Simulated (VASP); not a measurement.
KPbO3:

```
CELL_PARAMETERS angstrom
4.36000 0.00000 0.00000
0.00000 4.36000 0.00000
0.00000 0.00000 4.36000
ATOMIC_POSITIONS crystal
K 0.00000 0.00000 0.00000
Pb 0.50000 0.50000 0.50000
O 0.50000 0.50000 0.00000
O 0.00000 0.50000 0.50000
O 0.50000 0.00000 0.50000
```

| Property | Result |
| --- | --- |
| Program | VASP 6.6.1 |
| Task | relaxation of cell and atoms |
| Functional | LDA |
| Potentials or basis | VASP PAW LDA potentials, release 64 (K_sv, Pb_d, O) |
| Cutoff | 600 eV |
| k mesh | 4 × 4 × 4 |
| Occupations | gaussian, width 0.05 eV |
| Spin | no spin polarisation |

At the start: pressure -7.8 GPa; volume 16.58 Å³/atom.

Problem. How do energy, volume and symmetry change on relaxing?

Solution. Over 3 steps the energy falls by 50.3 meV/atom and the volume is 14.85 Å³/atom (-10.4 %); space group Pm-3m (No. 221, to 0.05 Å).

Step by step:
| step | energy change (eV) | largest force (eV/Å) | pressure (GPa) | volume (Å³) |
| --- | --- | --- | --- | --- |
| 1 | 0.0000 | 0.0000 | -7.80 | 82.88 |
| 2 | -0.2494 | 0.0000 | 1.07 | 73.57 |
| 3 | -0.2516 | 0.0000 | 0.02 | 74.24 |

Final structure:
```
CELL_PARAMETERS angstrom
4.20292 0.00000 0.00000
0.00000 4.20292 0.00000
0.00000 0.00000 4.20292
ATOMIC_POSITIONS crystal
K 0.00000 0.00000 0.00000
Pb 0.50000 0.50000 0.50000
O 0.50000 0.50000 0.00000
O 0.00000 0.50000 0.50000
O 0.50000 0.00000 0.50000
```

Caveat: the k points lie up to 0.37 Å⁻¹ apart in the final cell; an odd number of electrons without spin polarisation forces a metal; a magnetic or distorted state may lie lower.
